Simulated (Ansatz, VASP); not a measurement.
# NaCl in VASP and in Ansatz

The input INCAR:

```
PREC     = Accurate       # precision mode
ENCUT    = 520            # plane-wave cutoff, eV
EDIFF    = 1E-6           # SCF threshold, eV
ISMEAR   = 0              # smearing method
SIGMA    = 0.1            # smearing width, eV
LREAL    = F              # projectors in reciprocal space
LASPH    = T              # aspherical terms in the spheres
NELM     = 80             # most SCF steps
ALGO     = Normal         # electronic algorithm
ISIF     = 2              # what is computed and relaxed
LWAVE    = F              # write WAVECAR
LCHARG   = F              # write CHGCAR
GGA      = PE             # functional
NBANDS   = 38             # bands
```

The input KPOINTS:

```
Automatic mesh
0
Gamma
  2 2 1
```

File POSCAR:

```
NaCl
1.0
   -6.7585259434      0.0000000000      0.0000000000
    0.0000000000      0.0000000000    -10.0439943158
    0.0000000000    -11.7061103182      0.0000000000
Na Cl
4 4
Direct
    0.0000000000      0.7500000000      0.0000000000
    0.0000000000      0.2500000000      0.0000000000
    0.5000000000      0.7500000000      0.5000000000
    0.5000000000      0.2500000000      0.5000000000
    0.0000000000      0.0000000000      0.0000000000
    0.0000000000      0.5000000000      0.0000000000
    0.5000000000      0.0000000000      0.5000000000
    0.5000000000      0.5000000000      0.5000000000
```

Input for Ansatz:

```yaml
crystal:
  lattice:
    - [-6.7585259434, 0.0, 0.0]
    - [0.0, 0.0, -10.0439943158]
    - [0.0, -11.7061103182, 0.0]
  atoms:
    - { symbol: Na, position: [0.0, 0.75, 0.0] }
    - { symbol: Na, position: [0.0, 0.25, 0.0] }
    - { symbol: Na, position: [0.5, 0.75, 0.5] }
    - { symbol: Na, position: [0.5, 0.25, 0.5] }
    - { symbol: Cl, position: [0.0, 0.0, 0.0] }
    - { symbol: Cl, position: [0.0, 0.5, 0.0] }
    - { symbol: Cl, position: [0.5, 0.0, 0.5] }
    - { symbol: Cl, position: [0.5, 0.5, 0.5] }
basis:
  ecutwfc: 420
kpoints:
  mp_grid: { grid: [2, 2, 1] }
hamiltonian:
  xc: pbe
scf:
  occupations: { method: gaussian, width: 0.1 }
  lower_state_search: "off"
output:
  forces: true
  stress: true
  eigenvalues: true
```

Alike in both runs: task single point; functional PBE; k mesh 2 × 2 × 1; occupations gaussian, width 0.1 eV; no spin polarisation.

|  | VASP | Ansatz |
| --- | --- | --- |
| version | VASP 6.6.1 | Ansatz 0.2.0 |
| potentials or method | VASP PAW PBE potentials, release 64 (Na_pv, Cl), cutoff 520 eV | scalar-relativistic, plane waves, PAW |
| valence electrons in the cell | 56 | 64 |

|  | VASP | Ansatz | Ansatz less VASP |
| --- | --- | --- | --- |
| gap on the k mesh at the Fermi level (eV) | 4.37 | 4.38 | +0.003 |
| least direct gap on the mesh (eV) | 4.37 | 4.38 | +0.003 |
| pressure (GPa) | 0.0 | 0.0 | 0.00 |

VASP's potentials hold 56 valence electrons a cell and Ansatz's 64, so a difference there can come from the potentials and not from the codes.

The k mesh is coarse, so the values compare programs but aren't converged.
